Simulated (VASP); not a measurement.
# Hf (P6_3/mmc) in VASP: a series of runs

The runs below take Hf through single point, with RPBE.

All numbers are computed with VASP 6.6.1; they aren't measurements. Logs are shortened: lines on timing, memory, paths and dates and some standing lists are left out, and cuts for length are marked.

## Step 1: The cell of the first run

The structure is hexagonal, space group P6_3/mmc (No. 194). The conventional cell has a = 3.270 Å, b = 3.270 Å, c = 10.466 Å, α = 90.00°, β = 90.00°, γ = 120.00°. Within 4.2 Å of Hf (site symmetry -3m) lie 12 Hf at 3.23 to 3.27 Å. Hf (site symmetry -6m2) has 12 Hf at 3.23 to 3.27 Å within 4.2 Å.

## Step 2: Single point, RPBE (24.24 Å³/atom)

Input file INCAR:

```
ALGO = Normal
EDIFF = 1E-7
ENCUT = 520
GGA = RP
ISIF = 2
ISMEAR = -1
LASPH = T
LCHARG = T
LELF = T
LREAL = F
LVHAR = T
LWAVE = F
NBANDS = 28
NELM = 80
PREC = Accurate
SIGMA = 0.1
```

Input file KPOINTS:

```
k-points
0
Gamma
  13 13 4
```

Input file POSCAR:

```
Hf
1.0
    3.2704145624      0.0000000000      0.0000000000
   -1.6352072812      2.8322620919      0.0000000000
    0.0000000000      0.0000000000     10.4659163364
Hf
4
Direct
    1.0000000000      1.0000000000      0.0000000000
    0.0000000000      1.0000000000      0.5000000000
    0.3333333333      0.6666666667      0.2500000000
    0.6666666667      0.3333333333      0.7500000000
```

Potentials or basis: VASP PAW PBE potentials, release 64 (Hf_pv).

Started as:

```console
> cat potpaw_PBE.64/Hf_pv/POTCAR > POTCAR
> mpirun -np 1 vasp_std > vasp.out
```

OUTCAR:

```text
EDIFF = 1E-7
   ENCUT = 520
   GGA = RP
   ISIF = 2
   ISMEAR = -1
   LASPH = T
   LREAL = F
   NELM = 80
   PREC = Accurate

 ion  position               nearest neighbor table
   1  0.000  0.000  0.000-   3 3.23   4 3.23   3 3.23   4 3.23   4 3.23   3 3.23
   2  0.000  0.000  0.500-   3 3.23   4 3.23   3 3.23   4 3.23   4 3.23   3 3.23
   3  0.333  0.667  0.250-   1 3.23   2 3.23   1 3.23   2 3.23   1 3.23   2 3.23
   4  0.667  0.333  0.750-   1 3.23   2 3.23   1 3.23   2 3.23   1 3.23   2 3.23

  LATTYP: Found a hexagonal cell.
 ALAT       =     3.2704145624
 C/A-ratio  =     3.2001803248

  Lattice vectors:

 A1 = (   3.2704145624,   0.0000000000,   0.0000000000)
 A2 = (  -1.6352072812,   2.8322620919,   0.0000000000)
 A3 = (   0.0000000000,   0.0000000000,  10.4659163364)

Analysis of symmetry for initial positions (statically):
=====================================================================
 Subroutine PRICEL returns:
 Original cell was already a primitive cell.

 Routine SETGRP: Setting up the symmetry group for a
 hexagonal supercell.

 Subroutine GETGRP returns: Found 24 space group operations
 (whereof 12 operations were pure point group operations)
 out of a pool of 24 trial point group operations.

The static configuration has the point symmetry D_3d.
 The point group associated with its full space group is D_6h.

Analysis of symmetry for dynamics (positions and initial velocities):
=====================================================================
 Subroutine PRICEL returns:
 Original cell was already a primitive cell.

 Routine SETGRP: Setting up the symmetry group for a
 hexagonal supercell.

 Subroutine GETGRP returns: Found 24 space group operations
 (whereof 12 operations were pure point group operations)
 out of a pool of 24 trial point group operations.

The dynamic configuration has the point symmetry D_3d.
 The point group associated with its full space group is D_6h.

 Subroutine INISYM returns: Found 24 space group operations
 (whereof 12 operations are pure point group operations),
 and found     1 'primitive' translations

----------------------------------------------------------------------------------------

                                     Primitive cell

  volume of cell :      96.9423

  direct lattice vectors                    reciprocal lattice vectors
     3.270414562  0.000000000  0.000000000     0.305771633  0.176537334  0.000000000
    -1.635207281  2.832262092  0.000000000     0.000000000  0.353074669  0.000000000
     0.000000000  0.000000000 10.465916336     0.000000000  0.000000000  0.095548251

  length of vectors
     3.270414562  3.270414562 10.465916336     0.353074669  0.353074669  0.095548251

  position of ions in fractional coordinates (direct lattice)
     0.000000000  0.000000000  0.000000000
     0.000000000  0.000000000  0.500000000
     0.333333333  0.666666667  0.250000000
     0.666666667  0.333333333  0.750000000

  ion indices of the primitive-cell ions
   primitive index   ion index
                 1           1
                 2           2
                 3           3
                 4           4

----------------------------------------------------------------------------------------

 KPOINTS: k-points

Automatic generation of k-mesh.
 Grid dimensions read from file:
 generate k-points for:   13   13    4

 Generating k-lattice:

  Cartesian coordinates                     Fractional coordinates (reciprocal lattice)
     0.023520895  0.013579795  0.000000000     0.076923077  0.000000000  0.000000000
     0.000000000  0.027159590  0.000000000     0.000000000  0.076923077  0.000000000
     0.000000000  0.000000000  0.023887063     0.000000000  0.000000000  0.250000000

  Length of vectors
     0.027159590  0.027159590  0.023887063

  Shift w.r.t. Gamma in fractional coordinates (k-lattice)
     0.000000000  0.000000000  0.000000000

 Subroutine IBZKPT returns following result:
 ===========================================

 Found     63 irreducible k-points:

 Following reciprocal coordinates:
            Coordinates               Weight
  0.000000  0.000000  0.000000      1.000000
  0.076923 -0.000000  0.000000      6.000000
  0.153846 -0.000000  0.000000      6.000000
  0.230769  0.000000  0.000000      6.000000
  0.307692 -0.000000  0.000000      6.000000
  0.384615 -0.000000  0.000000      6.000000
[... 16 lines left out ...]
  0.076923 -0.000000  0.250000     12.000000
  0.153846 -0.000000  0.250000     12.000000
 [... further k-points ...]
   k-points           NKPTS =     63   k-points in BZ     NKDIM =     63   number of bands    NBANDS=     28
   number of dos      NEDOS =    301   number of ions     NIONS =      4
   total plane-waves  NPLWV =  46080
   dimension x,y,z NGX =    24 NGY =   24 NGZ =   80
   dimension x,y,z NGXF=    48 NGYF=   48 NGZF=  160
   ions per type =               4
   NGX,Y,Z   is equivalent  to a cutoff of  12.20, 12.20, 12.71 a.u.
   NGXF,Y,Z  is equivalent  to a cutoff of  24.40, 24.40, 25.42 a.u.
 SYSTEM =  unknown system
   PREC   = accura    normal or accurate (medium, high low for compatibility)
   ISTART =      0    job   : 0-new  1-cont  2-samecut
   ICHARG =      2    charge: 1-file 2-atom 10-const
   ISPIN  =      1    spin polarized calculation?
   LNONCOLLINEAR =      F non collinear calculations
   LSORBIT =      F    spin-orbit coupling
   LASPH  =      T    aspherical Exc in radial PAW
   ENCUT  =  520.0 eV  38.22 Ry    6.18 a.u.   6.08  6.08 19.46*2*pi/ulx,y,z
   NELM   =     80;   NELMIN=  2; NELMDL= -5     # of ELM steps
   EDIFF  = 0.1E-06   stopping-criterion for ELM
   LREAL  =      F    real-space projection
   EDIFFG = 0.1E-05   stopping-criterion for IOM
   NSW    =      0    number of steps for IOM
   IBRION =     -1    ionic relax: 0-MD 1-quasi-New 2-CG
   NFREE  =      0    steps in history (QN), initial steepest desc. (CG)
   ISIF   =      2    stress and relaxation
   ISYM   =      2    0-nonsym 1-usesym 2-fastsym
   POTIM  = 0.5000    time-step for ionic-motion
   TEBEG  =    0.0;   TEEND  =   0.0 temperature during run
   PSTRESS=    0.0 pullay stress
   NELECT =      40.0000    total number of electrons
   NUPDOWN=      -1.0000    fix difference up-down
   EMIN   =  10.00;   EMAX   =-10.00  energy-range for DOS
   EFERMI =   0.00;   METHOD = LEGACY
   ISMEAR =    -1;   SIGMA  =   0.10  broadening in eV -4-tet -1-fermi 0-gaus
   EFERMI_NEDOS =   21; number of points for ismear=-14 and -15
   IALGO  =     38    algorithm
   IMIX   =      4    mixing-type and parameters
     AMIX     =   0.40;   BMIX     =  1.00
     AMIX_MAG =   1.60;   BMIX_MAG =  1.00
  volume/ion in A,a.u.               =      24.24       163.55
  Fermi-wavevector in a.u.,A,eV,Ry     =   1.218775  2.303151 20.210275  1.485413
  Thomas-Fermi vector in A             =   2.354050
   LORBIT       =      0    0 simple, 1 ext, 2 COOP (PROOUT), +10 PAW based schemes
   GGA     = RP    functional components
   LHFCALC =     F    Hartree Fock is set to
   AEXX    =    0.0000 exact exchange contribution
   IVDW    =     0    specifies the selected vdW correction
   LEPSILON=     F    determine dielectric tensor
   LRPA    =     F    only Hartree local field effects (RPA)
 non-spin polarized calculation
  energy-cutoff  :      520.00
  volume of cell :       96.94
 maximum number of plane-waves:      2642
   NGX = 13   NGY = 13   NGZ = 39

 number of electron      39.9999986 magnetization

 Free energy of the ion-electron system (eV)
  ---------------------------------------------------
  ext. energy  EPLUGINS =         0.00000000
  ---------------------------------------------------
  free energy    TOTEN  =       -37.85823625 eV

  energy without entropy =      -37.68577107  energy(sigma->0) =      -37.77200366

 E-fermi :   4.3766     XC(G=0): -10.8619

 val. band max:        4.3562316397   @ k =   0.0000   0.0000   0.2500
 cond. band min:       4.3786397229   @ k =   0.4615   0.0769   0.0000
 fundamental gap:      0.0224080832
 Fermi energy:         4.3766241732

 k-point     1 :       0.0000    0.0000    0.0000
  band No.  band energies     occupation
      1     -26.6936      2.00000
      2     -26.3998      2.00000
      3     -26.3656      2.00000
      4     -26.1542      2.00000
      5     -26.1542      2.00000
      6     -26.1218      2.00000
[... 20 lines left out ...]
     27       6.1591      0.00000
     28       6.1591      0.00000

 k-point     2 :       0.0769   -0.0000    0.0000
  band No.  band energies     occupation
      1     -26.6821      2.00000
      2     -26.4040      2.00000
      3     -26.3698      2.00000
      4     -26.1791      2.00000
      5     -26.1624      2.00000
      6     -26.1400      2.00000
[... 20 lines left out ...]
     27       6.1977      0.00000
     28       6.2986      0.00000

 k-point     3 :       0.1538   -0.0000    0.0000
  band No.  band energies     occupation
      1     -26.6492      2.00000
      2     -26.4226      2.00000
      3     -26.3875      2.00000
      4     -26.2456      2.00000
      5     -26.1892      2.00000
      6     -26.1846      2.00000
[... 20 lines left out ...]
     27       6.5528      0.00000
     28       6.6886      0.00000

 k-point     4 :       0.2308    0.0000    0.0000
  band No.  band energies     occupation
      1     -26.6000      2.00000
      2     -26.4705      2.00000
      3     -26.4299      2.00000
      4     -26.3355      2.00000
      5     -26.2734      2.00000
      6     -26.2149      2.00000
[... 578 lines left out ...]
     27       6.0530      0.00000
     28       6.0530      0.00000

 k-point    23 :       0.0769   -0.0000    0.2500
  band No.  band energies     occupation
      1     -26.6602      2.00000
      2     -26.5026      2.00000
      3     -26.2691      2.00000
      4     -26.1753      2.00000
      5     -26.1590      2.00000
      6     -26.1498      2.00000
[... 20 lines left out ...]
     27       6.0477      0.00000
     28       6.1680      0.00000

 k-point    24 :       0.1538   -0.0000    0.2500
  band No.  band energies     occupation
      1     -26.6310      2.00000
      2     -26.5005      2.00000
      3     -26.3108      2.00000
      4     -26.2387      2.00000
      5     -26.2071      2.00000
      6     -26.1807      2.00000
[... 20 lines left out ...]
     27       6.3582      0.00000
     28       6.4844      0.00000

 [... further k-points ...]

------------------------ aborting loop because EDIFF is reached ----------------------------------------

  FORCE on cell =-STRESS in cart. coord.  units (eV):
  Direction    XX          YY          ZZ          XY          YZ          ZX
  --------------------------------------------------------------------------------------
  -------------------------------------------------------------------------------------
  Total       -2.5271890     -2.5271890     -2.5043474     -0.0000000      0.0000000      0.0000000
  in kB      -41.7671463    -41.7671463    -41.3896402     -0.0000000      0.0000000      0.0000000
  external PRESSURE =     -41.6413110 kB  Pullay stress =       0.0000000 kB

 VOLUME and BASIS-vectors are now :
 -----------------------------------------------------------------------------
  energy-cutoff  :      520.00
  volume of cell :       96.94
      direct lattice vectors                 reciprocal lattice vectors
     3.270414562  0.000000000  0.000000000     0.305771633  0.176537334  0.000000000
    -1.635207281  2.832262092  0.000000000     0.000000000  0.353074669  0.000000000
     0.000000000  0.000000000 10.465916336     0.000000000  0.000000000  0.095548251

 POSITION                                       TOTAL-FORCE (eV/Angst)
 -----------------------------------------------------------------------------------
      0.00000      0.00000      0.00000        -0.000000      0.000000      0.000000
      0.00000      0.00000      5.23296        -0.000000      0.000000      0.000000
     -0.00000      1.88817      2.61648        -0.000000     -0.000000     -0.000000
      1.63521      0.94409      7.84944         0.000000      0.000000      0.000000
 -----------------------------------------------------------------------------------
    total drift:                               -0.000000      0.000000     -0.000000

  FREE ENERGIE OF THE ION-ELECTRON SYSTEM (eV)
  ---------------------------------------------------
  free  energy   TOTEN  =       -37.8582362498 eV

  energy  without entropy=      -37.6857710674  energy(sigma->0) =      -37.77200366
```

It took 77 s on 1 thread of Intel Xeon 6975P-C (Granite Rapids), shared host; peak memory 0.28 GiB.

What came out:

```yaml
Free_energy: -37.8582 eV
Pressure: -4.2 GPa
Band_gap_on_the_k_mesh: zero (bands 20 and 21 overlap by 1.60 eV)
```

Caveat: the cell stands under tension; the PAW data sets were made with another functional, which shifts forces and pressure a little; spin-orbit coupling is left out, which moves the levels of the heavy elements.

## Step 3: Single point, RPBE (25.17 Å³/atom)

This run uses another cell than the first one, of 25.17 Å³/atom.

Input file INCAR:

```
SYSTEM = Hf
PREC = Accurate
ENCUT = 520
EDIFF = 1E-6
ISMEAR = -1
SIGMA = 0.1
LREAL = .False.
LASPH = .True.
NELM = 80
ALGO = Normal
ISIF = 2
LWAVE = .False.
LCHARG = .False.
GGA = RP
NBANDS = 28
```

Input file KPOINTS:

```
Automatic mesh
0
Gamma
  13 13 4
  0 0 0
```

Input file POSCAR:

```
Hf
1.0
    3.3118166102      0.0000000000      0.0000000000
   -1.6559083051      2.8681173171      0.0000000000
    0.0000000000      0.0000000000     10.5984103554
Hf
4
Direct
    1.0000000000      1.0000000000      0.0000000000
    0.0000000000      1.0000000000      0.5000000000
    0.3333333333      0.6666666667      0.2500000000
    0.6666666667      0.3333333333      0.7500000000
```

Potentials or basis: VASP PAW PBE potentials, release 64 (Hf_pv).

Started as:

```console
> cat potpaw_PBE.64/Hf_pv/POTCAR > POTCAR
> mpirun -np 1 vasp_std > vasp.out
```

OUTCAR:

```text
SYSTEM = Hf
   PREC = Accurate
   ENCUT = 520
   EDIFF = 1E-6
   ISMEAR = -1
   LREAL = .False.
   LASPH = .True.
   NELM = 80
   ISIF = 2
   GGA = RP

 ion  position               nearest neighbor table
   1  0.000  0.000  0.000-   3 3.27   4 3.27   3 3.27   4 3.27   4 3.27   3 3.27
   2  0.000  0.000  0.500-   3 3.27   4 3.27   3 3.27   4 3.27   4 3.27   3 3.27
   3  0.333  0.667  0.250-   1 3.27   2 3.27   1 3.27   2 3.27   1 3.27   2 3.27
   4  0.667  0.333  0.750-   1 3.27   2 3.27   1 3.27   2 3.27   1 3.27   2 3.27

  LATTYP: Found a hexagonal cell.
 ALAT       =     3.3118166102
 C/A-ratio  =     3.2001803248

  Lattice vectors:

 A1 = (   3.3118166102,   0.0000000000,   0.0000000000)
 A2 = (  -1.6559083051,   2.8681173171,   0.0000000000)
 A3 = (   0.0000000000,   0.0000000000,  10.5984103554)

Analysis of symmetry for initial positions (statically):
=====================================================================
 Subroutine PRICEL returns:
 Original cell was already a primitive cell.

 Routine SETGRP: Setting up the symmetry group for a
 hexagonal supercell.

 Subroutine GETGRP returns: Found 24 space group operations
 (whereof 12 operations were pure point group operations)
[... 166 lines left out ...]
  free energy    TOTEN  =       -37.72508116 eV

  energy without entropy =      -37.54806976  energy(sigma->0) =      -37.63657546

 E-fermi :   4.1395     XC(G=0): -10.6957

 val. band max:        4.1274584311   @ k =   0.0769   0.0000   0.2500
 cond. band min:       4.1655656971   @ k =   0.4615   0.0769   0.0000
 fundamental gap:      0.0381072660
 Fermi energy:         4.1394928813

 k-point     1 :       0.0000    0.0000    0.0000
  band No.  band energies     occupation
      1     -26.9965      2.00000
      2     -26.7401      2.00000
      3     -26.7070      2.00000
      4     -26.5262      2.00000
      5     -26.5262      2.00000
      6     -26.4986      2.00000
[... 733 lines left out ...]
     27       6.0641      0.00000
     28       6.1783      0.00000

 [... further k-points ...]
[... 5 lines left out ...]
  --------------------------------------------------------------------------------------
  -------------------------------------------------------------------------------------
  Total       -4.5894761     -4.5894761     -4.5034810      0.0000000     -0.0000000      0.0000000
  in kB      -73.0415150    -73.0415150    -71.6729025      0.0000000     -0.0000000      0.0000000
  external PRESSURE =     -72.5853108 kB  Pullay stress =       0.0000000 kB

 VOLUME and BASIS-vectors are now :
 -----------------------------------------------------------------------------
  energy-cutoff  :      520.00
  volume of cell :      100.67
      direct lattice vectors                 reciprocal lattice vectors
     3.311816610  0.000000000  0.000000000     0.301949086  0.174330386  0.000000000
    -1.655908305  2.868117317  0.000000000     0.000000000  0.348660773  0.000000000
     0.000000000  0.000000000 10.598410355     0.000000000  0.000000000  0.094353773

 POSITION                                       TOTAL-FORCE (eV/Angst)
 -----------------------------------------------------------------------------------
      0.00000      0.00000      0.00000         0.000000      0.000000      0.000000
      0.00000      0.00000      5.29921         0.000000      0.000000      0.000000
     -0.00000      1.91208      2.64960         0.000000     -0.000000      0.000000
      1.65591      0.95604      7.94881        -0.000000      0.000000     -0.000000
 -----------------------------------------------------------------------------------
    total drift:                                0.000000     -0.000000      0.000000

  FREE ENERGIE OF THE ION-ELECTRON SYSTEM (eV)
  ---------------------------------------------------
  free  energy   TOTEN  =       -37.7250811644 eV

  energy  without entropy=      -37.5480697561  energy(sigma->0) =      -37.63657546
```

stdout:

```text
POSCAR found type information on POSCAR Hf
 POSCAR found :  1 types and       4 ions
 scaLAPACK will be used
 -----------------------------------------------------------------------------
|                                                                             |
|                                                                             |
|     You enforced a specific xc type in the INCAR file but a different       |
|     I HOPE YOU KNOW WHAT YOU ARE DOING!                                     |
|                                                                             |
 -----------------------------------------------------------------------------

 LDA part: xc-table for (Slater+PW92), standard interpolation
 POSCAR, INCAR and KPOINTS ok, starting setup
 FFT: planning ... GRIDC
 FFT: planning ... GRID_SOFT
 FFT: planning ... GRID
 WAVECAR not read
 entering main loop
```

It took 100 s on 1 thread of Intel Xeon 6975P-C (Granite Rapids), shared host; peak memory 0.31 GiB.

What came out:

```
Free energy            : -37.7251 eV
Pressure               : -7.3 GPa
Band gap on the k mesh : zero (bands 20 and 21 overlap by 1.56 eV)
```

Stress tensor (GPa, compression positive):
```
-7.30  0.00  0.00
 0.00 -7.30  0.00
 0.00  0.00 -7.17
```

Caveat: the cell stands under tension; the PAW data sets were made with another functional, which shifts forces and pressure a little; spin-orbit coupling is left out, which moves the levels of the heavy elements.

The gap in the log of VASP goes by the Fermi energy; the results here count the filled bands.